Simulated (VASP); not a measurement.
# B6I (P6/mmm) in VASP: a series of runs, part 2 of 2

VASP 6.6.1. Earlier steps stand in the parts before.

## (5) Single point, PBE

This run uses another cell than the first one, of 17.35 Å³/atom.

INCAR reads:

```
SYSTEM = B6I
  PREC = Accurate
  ENCUT = 520
  EDIFF = 1E-7
  ISMEAR = 0
  SIGMA = 0.1
  LREAL = .False.
  LASPH = .True.
  NELM = 60
  ALGO = Normal
  ISIF = 2
  LWAVE = .False.
  LCHARG = .False.
  GGA = PE
  NBANDS = 22
```

KPOINTS reads:

```
regular mesh
0
Gamma
  12 12 8
  0 0 0
```

POSCAR reads:

```
B6I
1.0
    5.5426123658      0.0000000000      0.0000000000
   -2.7713061829      4.8000431121      0.0000000000
    0.0000000000      0.0000000000      4.5644029392
B I
6 1
Direct
    0.3333333333      0.6666666667      0.5000000000
    0.6666666667      0.3333333333      0.5000000000
    0.5000000000      0.0000000000      0.5000000000
    0.0000000000      0.5000000000      0.5000000000
    0.5000000000      0.5000000000      0.5000000000
    0.0000000000      0.0000000000      0.5000000000
    0.0000000000      0.0000000000      0.0000000000
```

Potentials or basis: VASP PAW PBE potentials, release 64 (B, I).

Launch:

```
cat potpaw_PBE.64/B/POTCAR potpaw_PBE.64/I/POTCAR > POTCAR
mpirun -np 1 vasp_std > vasp.out
```

OUTCAR:

```text
SYSTEM = B6I
   PREC = Accurate
   ENCUT = 520
   EDIFF = 1E-7
   ISMEAR = 0
   LREAL = .False.
   LASPH = .True.
   NELM = 60
   ISIF = 2
   GGA = PE

 ion  position               nearest neighbor table
   1  0.333  0.667  0.500-   3 1.60   4 1.60   5 1.60
   2  0.667  0.333  0.500-   3 1.60   4 1.60   5 1.60
   3  0.500  0.000  0.500-   1 1.60   2 1.60
   4  0.000  0.500  0.500-   1 1.60   2 1.60
   5  0.500  0.500  0.500-   1 1.60   2 1.60
   6  0.000  0.000  0.500-   7 2.28   7 2.28
   7  0.000  0.000  0.000-   6 2.28   6 2.28

  LATTYP: Found a hexagonal cell.
 ALAT       =     5.5426123658
 C/A-ratio  =     0.8235111240

  Lattice vectors:

 A1 = (   5.5426123658,   0.0000000000,   0.0000000000)
 A2 = (  -2.7713061829,   4.8000431121,   0.0000000000)
 A3 = (   0.0000000000,   0.0000000000,   4.5644029392)

Analysis of symmetry for initial positions (statically):
=====================================================================
 Subroutine PRICEL returns:
 Original cell was already a primitive cell.

 Routine SETGRP: Setting up the symmetry group for a
 hexagonal supercell.
[... 175 lines left out ...]

  energy without entropy =      -32.31320466  energy(sigma->0) =      -32.32349435

 E-fermi :   2.1017     XC(G=0):  -8.6045

 val. band max:        2.1005710870   @ k =   0.1667   0.0000   0.5000
 cond. band min:       2.1071261374   @ k =   0.2500   0.1667   0.1250
 fundamental gap:      0.0065550505
 Fermi energy:         2.1016882908

 k-point     1 :       0.0000    0.0000    0.0000
  band No.  band energies     occupation
      1     -12.0663      2.00000
      2      -7.6467      2.00000
      3      -5.0593      2.00000
      4      -4.1205      2.00000
      5      -3.5758      2.00000
      6      -3.5758      2.00000
[... 589 lines left out ...]
     21       8.3024      0.00000
     22       9.2317      0.00000

 [... further k-points ...]
[... 5 lines left out ...]
  --------------------------------------------------------------------------------------
  -------------------------------------------------------------------------------------
  Total       -0.0256931     -0.0256931     -0.0745696      0.0000000      0.0000000     -0.0000000
  in kB       -0.3389868     -0.3389868     -0.9838501      0.0000000      0.0000000     -0.0000000
  external PRESSURE =      -0.5539412 kB  Pullay stress =       0.0000000 kB

 VOLUME and BASIS-vectors are now :
 -----------------------------------------------------------------------------
  energy-cutoff  :      520.00
  volume of cell :      121.43
      direct lattice vectors                 reciprocal lattice vectors
     5.542612366  0.000000000  0.000000000     0.180420339  0.104165731  0.000000000
    -2.771306183  4.800043112  0.000000000     0.000000000  0.208331462  0.000000000
     0.000000000  0.000000000  4.564402939     0.000000000  0.000000000  0.219086705

 POSITION                                       TOTAL-FORCE (eV/Angst)
 -----------------------------------------------------------------------------------
     -0.00000      3.20003      2.28220         0.000000     -0.000000      0.000000
      2.77131      1.60001      2.28220        -0.000000      0.000000      0.000000
      2.77131      0.00000      2.28220        -0.000000      0.000000      0.000000
     -1.38565      2.40002      2.28220        -0.000000      0.000000      0.000000
      1.38565      2.40002      2.28220        -0.000000      0.000000      0.000000
      0.00000      0.00000      2.28220        -0.000000      0.000000      0.000000
      0.00000      0.00000      0.00000        -0.000000      0.000000      0.000000
 -----------------------------------------------------------------------------------
    total drift:                                0.000000      0.000000     -0.000000

  FREE ENERGIE OF THE ION-ELECTRON SYSTEM (eV)
  ---------------------------------------------------
  free  energy   TOTEN  =       -32.3337840363 eV

  energy  without entropy=      -32.3132046585  energy(sigma->0) =      -32.32349435
```

Wall time 3.4 min (1 thread of Intel Xeon Platinum 8488C (Sapphire Rapids), shared host); peak memory 0.38 GiB.

What came out:

```
Free energy            : -32.3338 eV
Pressure               : -0.1 GPa
Band gap on the k mesh : zero (an odd number of electrons rules out a gap without spin polarisation)
```

Levels at points of the mesh, in eV from the Fermi level:
```csv
k point,band 9,band 10,band 11,band 12,band 13,band 14,band 15,band 16
"(0.00, 0.00, 0.00)",-3.82,-2.01,-2.01,-1.57,1.23,1.23,2.67,2.67
"(0.50, 0.00, 0.00)",-2.88,-2.52,-2.49,-1.28,-0.04,0.90,1.87,2.16
"(0.00, 0.00, 0.50)",-2.79,-2.79,-2.48,0.05,0.05,1.82,1.82,1.83
"(0.50, 0.00, 0.50)",-2.98,-2.46,-0.89,-0.44,-0.28,0.70,1.61,1.89
```

Caveat: spin-orbit coupling is left out, which moves the levels of the heavy elements; an odd number of electrons without spin polarisation forces a metal; a magnetic or distorted state may lie lower.

## (6) Relaxation of cell and atoms, PBE

This run uses another cell than the first one, of 17.74 Å³/atom.

INCAR reads:

```
ALGO = Normal ; EDIFF = 1E-6
EDIFFG = -0.01 ; ENCUT = 600
GGA = PE ; IBRION = 2
ISIF = 3 ; ISMEAR = 0
LASPH = T ; LCHARG = F
LREAL = F ; LWAVE = F
NELM = 80 ; NSW = 100
PREC = Accurate ; SIGMA = 0.1
```

KPOINTS reads:

```
k-points
0
Gamma
  12 12 8
```

POSCAR, as its differences from that of step 5:

```diff
@@ -2,5 +2,5 @@
 1.0
-    5.5426123658      0.0000000000      0.0000000000
-   -2.7713061829      4.8000431121      0.0000000000
-    0.0000000000      0.0000000000      4.5644029392
+    5.5314783652      0.0000000000      0.0000000000
+   -2.7657391826      4.7904007847      0.0000000000
+    0.0000000000      0.0000000000      4.6853744960
 B I
```

Potentials or basis: VASP PAW PBE potentials, release 64 (B, I).

Launch:

```
cat potpaw_PBE.64/B/POTCAR potpaw_PBE.64/I/POTCAR > POTCAR
mpirun -np 1 vasp_std > vasp.out
```

It took 16 min on 1 thread of Intel Xeon Platinum 8488C (Sapphire Rapids), shared host; peak memory 0.46 GiB.

The run converged. Its results:

- Free energy: -32.3384 eV
- Relaxed volume: 17.32 Å³/atom
- Relaxed cell: a = 5.542 Å, b = 5.542 Å, c = 4.559 Å, α = 90.00°, β = 90.00°, γ = 120.00°
- Space group after relaxing (to 0.1 Å): P6/mmm (No. 191)
- Energy gained by relaxing: 1.9 meV/atom
- Ionic steps: 9
- Pressure after relaxing: 0.0 GPa
- Band gap on the k mesh: zero (an odd number of electrons rules out a gap without spin polarisation)

The path:
| step | energy change (eV) | largest force (eV/Å) | pressure (GPa) | volume (Å³) |
| --- | --- | --- | --- | --- |
| 1 | 0.0000 | 0.0000 | -0.33 | 124.15 |
| 2 | -0.0037 | 0.0000 | -0.23 | 123.49 |
| 3 | -0.0115 | 0.0000 | 0.17 | 121.51 |
| 4 | 0.0155 | 0.0000 | 1.72 | 117.55 |
| 5 | -0.0121 | 0.0000 | 0.29 | 121.09 |
| 6 | -0.0123 | 0.0000 | 0.38 | 120.79 |
| 7 | -0.0116 | 0.0000 | -0.22 | 121.26 |
| 8 | -0.0132 | 0.0000 | 0.11 | 121.00 |
| 9 | -0.0133 | 0.0000 | 0.00 | 121.27 |

Final structure:
```cif
data_structure
_symmetry_space_group_name_H-M 'P 1'
_symmetry_Int_Tables_number 1
_cell_length_a 5.5420
_cell_length_b 5.5420
_cell_length_c 4.5590
_cell_angle_alpha 90.000
_cell_angle_beta 90.000
_cell_angle_gamma 120.000
_cell_volume 121.27
loop_
_atom_site_label
_atom_site_type_symbol
_atom_site_fract_x
_atom_site_fract_y
_atom_site_fract_z
_atom_site_occupancy
B1 B 0.33333 0.66667 0.50000 1
B2 B 0.66667 0.33333 0.50000 1
B3 B 0.50000 0.00000 0.50000 1
B4 B 0.00000 0.50000 0.50000 1
B5 B 0.50000 0.50000 0.50000 1
B6 B 0.00000 0.00000 0.50000 1
I1 I 0.00000 0.00000 0.00000 1
```

Levels at points of the mesh, in eV from the Fermi level:
| k point | band 10 | band 11 | band 12 | band 13 | band 14 | band 15 |
| --- | --- | --- | --- | --- | --- | --- |
| (0.00, 0.00, 0.00) | -2.01 | -2.01 | -1.57 | 1.24 | 1.24 | 2.67 |
| (0.50, 0.00, 0.00) | -2.53 | -2.49 | -1.28 | -0.04 | 0.91 | 1.88 |
| (0.00, 0.00, 0.50) | -2.80 | -2.49 | 0.05 | 0.05 | 1.81 | 1.81 |
| (0.50, 0.00, 0.50) | -2.46 | -0.89 | -0.45 | -0.28 | 0.70 | 1.62 |

Caveat: spin-orbit coupling is left out, which moves the levels of the heavy elements; an odd number of electrons without spin polarisation forces a metal; a magnetic or distorted state may lie lower.

## (7) The runs side by side

```csv
task,cell,k mesh,cutoff (eV),gap on the mesh (eV),pressure (GPa),relaxed volume (Å³/atom)
single point,"a = 5.384, b = 5.384, c = 3.803 Å, angles 90.0, 90.0, 120.0°, 7 atoms",6 × 6 × 4,520,none,18.9,-
single point,"a = 5.531, b = 5.531, c = 4.685 Å, angles 90.0, 90.0, 120.0°, 7 atoms",6 × 6 × 4,520,none,0.0,-
relaxation of cell and atoms,"relaxed from a = 5.384, b = 5.384, c = 3.803 Å, angles 90.0, 90.0, 120.0°, 7 atoms",6 × 6 × 4,600,none,-0.1,17.76
single point,"a = 5.543, b = 5.543, c = 4.564 Å, angles 90.0, 90.0, 120.0°, 7 atoms",12 × 12 × 8,520,none,-0.1,-
relaxation of cell and atoms,"relaxed from a = 5.531, b = 5.531, c = 4.685 Å, angles 90.0, 90.0, 120.0°, 7 atoms",12 × 12 × 8,600,none,0.0,17.32
```

Alike in all rows: level PBE; potentials or basis VASP PAW PBE potentials, release 64 (B, I); no spin polarisation; smearing gaussian 0.1 eV.

Caveats: some runs use coarse meshes; spin-orbit coupling is left out, which moves the levels of the heavy elements; an odd number of electrons without spin polarisation forces a metal; a magnetic or distorted state may lie lower; the volume moved by over 15 % at a fixed basis, so the end points are rough (at least some runs).

Total energies depend on the potentials used, so only differences within one code and one set of settings carry meaning.

The gap in the log of VASP goes by the Fermi energy; the results here count the filled bands.